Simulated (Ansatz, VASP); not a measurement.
# Pt: VASP beside Ansatz

```xyz
2
Lattice="3.9368 0.0000 0.0000 0.0000 3.9368 0.0000 -1.9684 0.0000 1.9175" Properties=species:S:1:pos:R:3 pbc="T T T"
Pt    0.0000    0.0000    0.0000
Pt    1.9684    1.9684    0.0000
```

Change from the starting cell: band edges of the strained film's bulk.

Alike in both runs: task single point; functional LDA; k mesh 9 × 9 × 18; occupations gaussian, width 0.1 eV; no spin polarisation.

|  | VASP | Ansatz |
| --- | --- | --- |
| version | VASP 6.6.1 | Ansatz 0.2.0 |
| potentials or method | VASP PAW LDA potentials, release 64 (Pt), cutoff 520 eV | scalar-relativistic, plane waves, PAW |
| valence electrons in the cell | 20 | 36 |

```tsv
	VASP	Ansatz	Ansatz less VASP
gap on the k mesh at the Fermi level (eV)	none	none	-
pressure (GPa)	-1.3	-2.1	-0.73
traceless stress, the component that is largest in VASP (GPa)	2.04	2.05	+0.015
```

LDA's correlation is that of Perdew and Zunger in VASP and of Perdew and Wang (1992) in Ansatz. A gap of «none» marks a metal or a gap that the smearing closes. VASP's potentials hold 20 valence electrons a cell and Ansatz's 36, so a difference there can come from the potentials and not from the codes.

Spin-orbit coupling is off throughout.
